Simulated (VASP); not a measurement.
# HfN (I4/mmm) in VASP: single point with PBEsol

Aim: the single point of HfN with PBEsol.

Program: VASP 6.6.1. These are calculated values, not measurements. Logs are shortened: lines on timing, memory, paths and dates and some standing lists are left out, and cuts for length are marked.

**1. The cell of the first run**

The structure is tetragonal, space group I4/mmm (No. 139). The conventional cell has a = 3.024 Å, b = 3.024 Å, c = 4.727 Å, α = 90.00°, β = 90.00°, γ = 90.00°. Hf (site symmetry 4/mmm) has 6 N at 2.14 to 2.36 Å within 2.8 Å. N (site symmetry 4/mmm) has 6 Hf at 2.14 to 2.36 Å within 2.8 Å.

**2. Single point, PBEsol (strain -0.050 along x and y, +0.050 along z)**

File INCAR:

```
SYSTEM = HfN
PREC = Accurate
ENCUT = 600
EDIFF = 1E-6
ISMEAR = 0
SIGMA = 0.15
LREAL = .FALSE.
LASPH = .TRUE.
NELM = 120
ALGO = Normal
ISIF = 2
LWAVE = .FALSE.
LCHARG = .FALSE.
GGA = PS
NBANDS = 14
GGA_COMPAT = .FALSE.
```

File KPOINTS:

```
regular mesh
0
G
  22 22 22
  0 0 0
```

File POSCAR:

```
HfN
1.0
    0.0000000000      2.1382369700      2.3633145458
    2.1382369700      0.0000000000      2.3633145458
    2.1382369700      2.1382369700      0.0000000000
Hf N
1 1
Direct
    0.0000000000      0.0000000000      0.0000000000
    0.5000000000      0.5000000000      0.5000000000
```

Potentials or basis: VASP PAW PBE potentials, release 64 (Hf_pv, N).

Launch:

```sh
> cat potpaw_PBE.64/Hf_pv/POTCAR potpaw_PBE.64/N/POTCAR > POTCAR
> mpirun -np 1 vasp_std > vasp.out
```

OUTCAR:

```text
SYSTEM = HfN
   PREC = Accurate
   ENCUT = 600
   EDIFF = 1E-6
   ISMEAR = 0
   LREAL = .FALSE.
   LASPH = .TRUE.
   NELM = 120
   ISIF = 2
   GGA = PS

 ion  position               nearest neighbor table
   1  0.000  0.000  0.000-   2 2.14   2 2.14   2 2.14   2 2.14   2 2.36   2 2.36
   2  0.500  0.500  0.500-   1 2.14   1 2.14   1 2.14   1 2.14   1 2.36   1 2.36

  LATTYP: Found a body centered tetragonal cell.
 ALAT       =     3.0239237225
 C/A-ratio  =     1.5630781479

  Lattice vectors:

 A1 = (  -2.1382369700,   0.0000000000,   2.3633145458)
 A2 = (   2.1382369700,   0.0000000000,   2.3633145458)
 A3 = (   0.0000000000,   2.1382369700,  -2.3633145458)

Analysis of symmetry for initial positions (statically):
=====================================================================
 Subroutine PRICEL returns:
 Original cell was already a primitive cell.

 Routine SETGRP: Setting up the symmetry group for a
 body centered tetragonal supercell.

 Subroutine GETGRP returns: Found 16 space group operations
 (whereof 16 operations were pure point group operations)
 out of a pool of 16 trial point group operations.

The static configuration has the point symmetry D_4h.

Analysis of symmetry for dynamics (positions and initial velocities):
=====================================================================
 Subroutine PRICEL returns:
 Original cell was already a primitive cell.

 Routine SETGRP: Setting up the symmetry group for a
 body centered tetragonal supercell.

 Subroutine GETGRP returns: Found 16 space group operations
 (whereof 16 operations were pure point group operations)
 out of a pool of 16 trial point group operations.

The dynamic configuration has the point symmetry D_4h.

 Subroutine INISYM returns: Found 16 space group operations
 (whereof 16 operations are pure point group operations),
 and found     1 'primitive' translations

----------------------------------------------------------------------------------------

                                     Primitive cell

  volume of cell :      21.6104

  direct lattice vectors                    reciprocal lattice vectors
     0.000000000  2.138236970  2.363314546    -0.233837506  0.233837506  0.211567267
     2.138236970  0.000000000  2.363314546     0.233837506 -0.233837506  0.211567267
     2.138236970  2.138236970  0.000000000     0.233837506  0.233837506 -0.211567267

  length of vectors
     3.187053966  3.187053966  3.023923723     0.392582051  0.392582051  0.392582051

  position of ions in fractional coordinates (direct lattice)
     0.000000000  0.000000000  0.000000000
     0.500000000  0.500000000  0.500000000

  ion indices of the primitive-cell ions
   primitive index   ion index
                 1           1
                 2           2

----------------------------------------------------------------------------------------

 KPOINTS: regular mesh

Automatic generation of k-mesh.
 Grid dimensions read from file:
 generate k-points for:   22   22   22

 Generating k-lattice:

  Cartesian coordinates                     Fractional coordinates (reciprocal lattice)
    -0.010628978  0.010628978  0.009616694     0.045454545  0.000000000  0.000000000
     0.010628978 -0.010628978  0.009616694     0.000000000  0.045454545  0.000000000
     0.010628978  0.010628978 -0.009616694     0.000000000  0.000000000  0.045454545

  Length of vectors
     0.017844639  0.017844639  0.017844639

  Shift w.r.t. Gamma in fractional coordinates (k-lattice)
     0.000000000  0.000000000  0.000000000

 Subroutine IBZKPT returns following result:
 ===========================================

 Found    834 irreducible k-points:

 Following reciprocal coordinates:
            Coordinates               Weight
  0.000000  0.000000  0.000000      1.000000
  0.045455 -0.000000  0.000000      8.000000
  0.090909 -0.000000  0.000000      8.000000
  0.136364 -0.000000  0.000000      8.000000
  0.181818 -0.000000  0.000000      8.000000
  0.227273  0.000000  0.000000      8.000000
[... 16 lines left out ...]
  0.500000  0.045455  0.000000      8.000000
 -0.454545  0.045455  0.000000      8.000000
 [... further k-points ...]
   k-points           NKPTS =    834   k-points in BZ     NKDIM =    834   number of bands    NBANDS=     14
   number of dos      NEDOS =    301   number of ions     NIONS =      2
   total plane-waves  NPLWV =  18816
   dimension x,y,z NGX =    28 NGY =   28 NGZ =   24
   dimension x,y,z NGXF=    56 NGYF=   56 NGZF=   48
   ions per type =               1   1
   NGX,Y,Z   is equivalent  to a cutoff of  14.61, 14.61, 13.19 a.u.
   NGXF,Y,Z  is equivalent  to a cutoff of  29.21, 29.21, 26.39 a.u.
 SYSTEM =  HfN
   PREC   = accura    normal or accurate (medium, high low for compatibility)
   ISTART =      0    job   : 0-new  1-cont  2-samecut
   ICHARG =      2    charge: 1-file 2-atom 10-const
   ISPIN  =      1    spin polarized calculation?
   LNONCOLLINEAR =      F non collinear calculations
   LSORBIT =      F    spin-orbit coupling
   LASPH  =      T    aspherical Exc in radial PAW
   ENCUT  =  600.0 eV  44.10 Ry    6.64 a.u.   6.37  6.37  6.04*2*pi/ulx,y,z
   NELM   =    120;   NELMIN=  2; NELMDL= -5     # of ELM steps
   EDIFF  = 0.1E-05   stopping-criterion for ELM
   LREAL  =      F    real-space projection
   EDIFFG = 0.1E-04   stopping-criterion for IOM
   NSW    =      0    number of steps for IOM
   IBRION =     -1    ionic relax: 0-MD 1-quasi-New 2-CG
   NFREE  =      0    steps in history (QN), initial steepest desc. (CG)
   ISIF   =      2    stress and relaxation
   ISYM   =      2    0-nonsym 1-usesym 2-fastsym
   POTIM  = 0.5000    time-step for ionic-motion
   TEBEG  =    0.0;   TEEND  =   0.0 temperature during run
   PSTRESS=    0.0 pullay stress
   NELECT =      15.0000    total number of electrons
   NUPDOWN=      -1.0000    fix difference up-down
   EMIN   =  10.00;   EMAX   =-10.00  energy-range for DOS
   EFERMI =   0.00;   METHOD = LEGACY
   ISMEAR =     0;   SIGMA  =   0.15  broadening in eV -4-tet -1-fermi 0-gaus
   EFERMI_NEDOS =   21; number of points for ismear=-14 and -15
   IALGO  =     38    algorithm
   IMIX   =      4    mixing-type and parameters
     AMIX     =   0.40;   BMIX     =  1.00
     AMIX_MAG =   1.60;   BMIX_MAG =  1.00
  volume/ion in A,a.u.               =      10.81        72.92
  Fermi-wavevector in a.u.,A,eV,Ry     =   1.449498  2.739153 28.586432  2.101043
  Thomas-Fermi vector in A             =   2.567217
   LORBIT       =      0    0 simple, 1 ext, 2 COOP (PROOUT), +10 PAW based schemes
   GGA     = PS    functional components
   LHFCALC =     F    Hartree Fock is set to
   AEXX    =    0.0000 exact exchange contribution
   IVDW    =     0    specifies the selected vdW correction
   LEPSILON=     F    determine dielectric tensor
   LRPA    =     F    only Hartree local field effects (RPA)
 non-spin polarized calculation
 Gauss-broadening in eV      SIGMA  =   0.15
  energy-cutoff  :      600.00
  volume of cell :       21.61
 maximum number of plane-waves:       741
 NGX is ok and might be reduce to    28
   NGX = 13   NGY = 13   NGZ = 13

 number of electron      15.0000000 magnetization

 Free energy of the ion-electron system (eV)
  ---------------------------------------------------
  ext. energy  EPLUGINS =         0.00000000
  ---------------------------------------------------
  free energy    TOTEN  =       -22.67542056 eV

  energy without entropy =      -22.66874303  energy(sigma->0) =      -22.67208179

 E-fermi :   8.8298     XC(G=0): -13.2161

 val. band max:        8.8212878533   @ k =  -0.3182   0.5000   0.1818
 cond. band min:       8.8382015381   @ k =   0.4545   0.2273   0.0909
 fundamental gap:      0.0169136848
 Fermi energy:         8.8298152167

 k-point     1 :       0.0000    0.0000    0.0000
  band No.  band energies     occupation
      1     -22.0625      2.00000
      2     -21.9455      2.00000
      3     -21.9455      2.00000
      4      -9.0667      2.00000
      5       5.3886      2.00000
      6       5.9330      2.00000
      7       5.9330      2.00000
      8       7.6058      2.00000
      9       8.7576      1.50413
     10       8.8585      0.78685
     11       8.8585      0.78685
     12      11.6938      0.00000
     13      12.8073      0.00000
     14      18.5933      0.00000

 k-point     2 :       0.0455   -0.0000    0.0000
  band No.  band energies     occupation
      1     -22.0725      2.00000
      2     -21.9690      2.00000
      3     -21.9458      2.00000
      4      -9.0083      2.00000
      5       5.2003      2.00000
      6       5.7103      2.00000
      7       5.7858      2.00000
      8       7.7473      2.00000
      9       8.8543      0.81763
     10       8.9210      0.39020
     11       8.9991      0.11051
     12      11.8934      0.00000
     13      12.9543      0.00000
     14      18.7739      0.00000

 k-point     3 :       0.0909   -0.0000    0.0000
  band No.  band energies     occupation
      1     -22.1176      2.00000
      2     -22.0200      2.00000
      3     -21.9467      2.00000
      4      -8.8376      2.00000
      5       4.7143      2.00000
      6       5.2092      2.00000
      7       5.4046      2.00000
      8       8.0689      2.00000
      9       8.9357      0.31814
     10       9.0972      0.01169
     11       9.5264      0.00000
     12      12.4398      0.00000
     13      13.3639      0.00000
     14      19.2940      0.00000
[... 324 lines left out ...]
 k-point    23 :       0.5000    0.0455    0.0000
  band No.  band energies     occupation
      1     -23.2299      2.00000
      2     -22.2334      2.00000
      3     -21.9643      2.00000
      4      -5.8277      2.00000
      5      -0.4237      2.00000
      6       2.1350      2.00000
      7       2.2922      2.00000
      8      12.3836      0.00000
      9      12.6703      0.00000
     10      12.7730      0.00000
     11      13.9820      0.00000
     12      16.6866      0.00000
     13      19.6711      0.00000
     14      21.3249      0.00000

 k-point    24 :      -0.4545    0.0455    0.0000
  band No.  band energies     occupation
      1     -23.2315      2.00000
      2     -22.2353      2.00000
      3     -21.9588      2.00000
      4      -5.8106      2.00000
      5      -0.4256      2.00000
      6       2.1485      2.00000
      7       2.2568      2.00000
      8      12.1397      0.00000
      9      12.5472      0.00000
     10      13.0942      0.00000
     11      13.9123      0.00000
     12      16.6050      0.00000
     13      19.8308      0.00000
     14      21.3832      0.00000

 [... further k-points ...]
[... 5 lines left out ...]
  --------------------------------------------------------------------------------------
  -------------------------------------------------------------------------------------
  Total        5.6563592      5.6563592     -2.3138421      0.0000000     -0.0000000      0.0000000
  in kB      419.3574574    419.3574574   -171.5462014      0.0000000     -0.0000000      0.0000000
  external PRESSURE =     222.3895711 kB  Pullay stress =       0.0000000 kB

 VOLUME and BASIS-vectors are now :
 -----------------------------------------------------------------------------
  energy-cutoff  :      600.00
  volume of cell :       21.61
      direct lattice vectors                 reciprocal lattice vectors
     0.000000000  2.138236970  2.363314546    -0.233837506  0.233837506  0.211567267
     2.138236970  0.000000000  2.363314546     0.233837506 -0.233837506  0.211567267
     2.138236970  2.138236970  0.000000000     0.233837506  0.233837506 -0.211567267

 POSITION                                       TOTAL-FORCE (eV/Angst)
 -----------------------------------------------------------------------------------
      0.00000      0.00000      0.00000        -0.000000      0.000000     -0.000000
      2.13824      2.13824      2.36331         0.000000     -0.000000      0.000000
 -----------------------------------------------------------------------------------
    total drift:                                0.000000      0.000000      0.000000

  FREE ENERGIE OF THE ION-ELECTRON SYSTEM (eV)
  ---------------------------------------------------
  free  energy   TOTEN  =       -22.6754205568 eV

  energy  without entropy=      -22.6687430289  energy(sigma->0) =      -22.67208179
```

It took 1.7 min on 1 thread of Intel Xeon 6975P-C (Granite Rapids), shared host; peak memory 0.43 GiB.

Results:

- Free energy: -22.6754 eV
- Pressure: 22.2 GPa
- Band gap on the k mesh: zero (an odd number of electrons rules out a gap without spin polarisation)

Stress tensor (GPa, compression positive):
```
 41.94   0.00   0.00
  0.00  41.94   0.00
  0.00   0.00 -17.15
```

Caveat: the cell differs from its parent crystal (strain -0.050 along x and y, +0.050 along z); the stress differs along the axes, from -17 to 42 GPa; the PAW data sets were made with another functional, which shifts forces and pressure a little; spin-orbit coupling is left out, which moves the levels of the heavy elements.
